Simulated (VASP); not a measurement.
The system is KI.

```
K I
1.0
     0.00000    3.54457    3.54457
     3.54457    0.00000    3.54457
     3.54457    3.54457    0.00000
K I
1 1
Direct
  0.00000 0.00000 0.00000
  0.50000 0.50000 0.50000
```

Base run:

- Program: VASP 6.6.1
- Functional: PBE
- Potentials or basis: VASP PAW PBE potentials, release 64 (K_sv, I)
- Cutoff: 520 eV
- k mesh: 6 × 6 × 6
- Occupations: gaussian, width 0.01 eV
- Spin: no spin polarisation

Its results: band gap on the k mesh 3.94 eV; pressure 0.5 GPa.

Task: After a change of settings the same cell gave: band gap on the k mesh 5.64 eV; pressure 0.2 GPa. Which change was it?
A. k mesh from 6 × 6 × 6 to 4 × 4 × 4; further incar settings from ALGO = Normal; EDIFF = 1e-07; NBANDS = 15 to ALGO = Normal; EDIFF = 1e-06; NBANDS = 15
B. functional from PBE to PBE0; k mesh from 6 × 6 × 6 to 4 × 4 × 4
C. k mesh from 6 × 6 × 6 to 4 × 4 × 4

Result: B.

Caveats: spin-orbit coupling is left out, which moves the levels of the heavy elements; the PAW data sets were made with another functional, which shifts forces and pressure a little (at least some runs).
